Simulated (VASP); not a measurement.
Wanted: the native input for a VASP 6.6.1 run.

| Quantity | Value |
| --- | --- |
| Task | single point |
| Functional | PBE |
| Potentials or basis | VASP PAW PBE potentials, release 64 (Nb_sv, Pd, Se) |
| Cutoff | 520 eV |
| k mesh | 4 × 4 × 4 |
| Occupations | gaussian, width 0.1 eV |
| Spin | no spin polarisation |
| Dipole correction | no |
| Further INCAR settings | ALGO = Normal; EDIFF = 1e-07; NBANDS = 28 |

The structure of NbPdSe3 lies in POSCAR:

```
NbPdSe3
1.0
    4.6942256800      0.0000000000      0.0000000000
    0.0000000000      4.6942256800      0.0000000000
    0.0000000000      0.0000000000      4.6942256800
Nb Pd Se
1 1 3
Direct
    0.0000000000      0.0000000000      0.0000000000
    0.5000000000      0.5000000000      0.5000000000
    0.0000000000      0.5000000000      0.5000000000
    0.5000000000      0.0000000000      0.5000000000
    0.5000000000      0.5000000000      0.0000000000
```

The cell was generated, and may not be a known phase.

These files were run (other wordings do the same):

INCAR

```
PREC     = Accurate       # precision mode
ENCUT    = 520            # plane-wave cutoff, eV
EDIFF    = 1E-7           # SCF threshold, eV
ISMEAR   = 0              # smearing method
SIGMA    = 0.1            # smearing width, eV
LREAL    = F              # projectors in reciprocal space
LASPH    = T              # aspherical terms in the spheres
NELM     = 80             # most SCF steps
ALGO     = Normal         # electronic algorithm
ISIF     = 2              # what is computed and relaxed
LWAVE    = F              # write WAVECAR
LCHARG   = F              # write CHGCAR
GGA      = PE             # functional
NBANDS   = 28             # bands
```

KPOINTS

```
Automatic mesh
0
Gamma
  4 4 4
```

Potentials or basis: VASP PAW PBE potentials, release 64 (Nb_sv, Pd, Se).

Command:

```sh
$ cat potpaw_PBE.64/Nb_sv/POTCAR potpaw_PBE.64/Pd/POTCAR potpaw_PBE.64/Se/POTCAR > POTCAR
$ mpirun -np 1 vasp_std > vasp.out
```

Results of the run:

```json
{
  "Pressure": "8.4 GPa",
  "Band gap on the k mesh": "zero (an odd number of electrons rules out a gap without spin polarisation)"
}
```

Caveat: the cell stands under pressure.

Run time: 38 s on 1 thread of Intel Xeon 8259CL, with other jobs on the host, peak memory 0.22 GiB.
